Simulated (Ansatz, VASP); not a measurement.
# Two plane-wave programs on MgO

```
Mg O
1.0
     3.30779    0.00000    0.00000
    -1.65389    2.86463    0.00000
     0.00000    0.00000    4.98288
Mg O
2 2
Cartesian
  0.0000 1.9098 0.0108
  1.6539 0.9549 2.5022
  0.0000 1.9098 2.0053
  1.6539 0.9549 4.4968
```

Alike in both runs: task single point; functional PBEsol; k mesh 6 × 6 × 4; occupations gaussian, width 0.1 eV; no spin polarisation.

```csv
,VASP,Ansatz
version,VASP 6.6.1,Ansatz 0.2.0
potentials or method,"VASP PAW PBE potentials, release 64 (Mg, O), cutoff 520 eV","scalar-relativistic, plane waves, PAW"
valence electrons in the cell,16,32
```

VASP gave:

| Property | Result |
| --- | --- |
| gap on the k mesh at the Fermi level (eV) | 3.34 |
| least direct gap on the mesh (eV) | 3.34 |
| pressure (GPa) | 0.1 |
| rms of the force components (eV/Å) | 0.005 |

Question: What did Ansatz give for the same quantities?

Answer: gap on the k mesh at the Fermi level (eV): 3.34; least direct gap on the mesh (eV): 3.34; pressure (GPa): 0.3; rms of the force components (eV/Å): 0.005.

VASP's potentials were made for PBE, not for PBEsol. Atom by atom the forces differ by 0.000 eV/Å (rms over components). VASP's potentials hold 16 valence electrons a cell and Ansatz's 32, so a difference there can come from the potentials and not from the codes.
